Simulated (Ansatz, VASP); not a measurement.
**CuPt2 in VASP and in Ansatz**

The input INCAR:

```
PREC = Accurate
ENCUT = 600
EDIFF = 1E-6
ISMEAR = 0
SIGMA = 0.1
LREAL = F
LASPH = T
NELM = 100
ALGO = Normal
ISIF = 3
LWAVE = F
LCHARG = F
GGA = PE
IBRION = 2
NSW = 90
EDIFFG = -0.04
```

KPOINTS

```
Automatic mesh
0
Gamma
  6 6 6
```

POSCAR

```
CuPt2
1.0
    4.0340027597      0.0000000000      0.0000000000
   -2.0170013799      3.4935488689      0.0000000000
    0.0000000000      0.0000000000      2.8373731253
Cu Pt
1 2
Direct
    0.0000000000      0.0000000000      0.0000000000
    0.3333333333      0.6666666667      0.5000000000
    0.6666666667      0.3333333333      0.5000000000
```

Input for Ansatz:

```yaml
crystal:
  lattice:
    - [4.0340027597, 0.0, 0.0]
    - [-2.0170013799, 3.4935488689, 0.0]
    - [0.0, 0.0, 2.8373731253]
  atoms:
    - { symbol: Cu, position: [0.0, 0.0, 0.0] }
    - { symbol: Pt, position: [0.3333333333, 0.6666666667, 0.5] }
    - { symbol: Pt, position: [0.6666666667, 0.3333333333, 0.5] }
basis:
  ecutwfc: 420
kpoints:
  mp_grid: { grid: [6, 6, 6] }
hamiltonian:
  xc: pbe
scf:
  occupations: { method: gaussian, width: 0.1 }
  lower_state_search: "off"
output:
  forces: true
  stress: true
  eigenvalues: true
relax:
  adjacent_minimum: "off"
  f_tol: 0.04
  max_steps: 70
  cell: { stress_tol: 0.4 }
```

Alike in both runs: task relaxation of cell and atoms; functional PBE; k mesh 6 × 6 × 6; occupations gaussian, width 0.1 eV; no spin polarisation.

```csv
,VASP,Ansatz
version,VASP 6.6.1,Ansatz 0.2.0
potentials or method,"VASP PAW PBE potentials, release 64 (Cu, Pt), cutoff 600 eV","scalar-relativistic, plane waves, PAW"
valence electrons in the cell,31,55
```

|  | VASP | Ansatz | Ansatz less VASP |
| --- | --- | --- | --- |
| gap on the k mesh at the Fermi level, each at its own relaxed structure (eV) | none | none | - |
| relaxed volume (Å³/atom) | 15.22 | 15.24 | +0.020 |
| relaxed cell length with the largest relative difference (Å) | 4.424 | 4.426 | +0.0020 |

A gap of «none» marks a metal or a gap that the smearing closes. VASP's potentials hold 31 valence electrons a cell and Ansatz's 55, so a difference there can come from the potentials and not from the codes.

The k mesh is coarse, so the values compare programs but aren't converged. Spin-orbit coupling is off throughout.
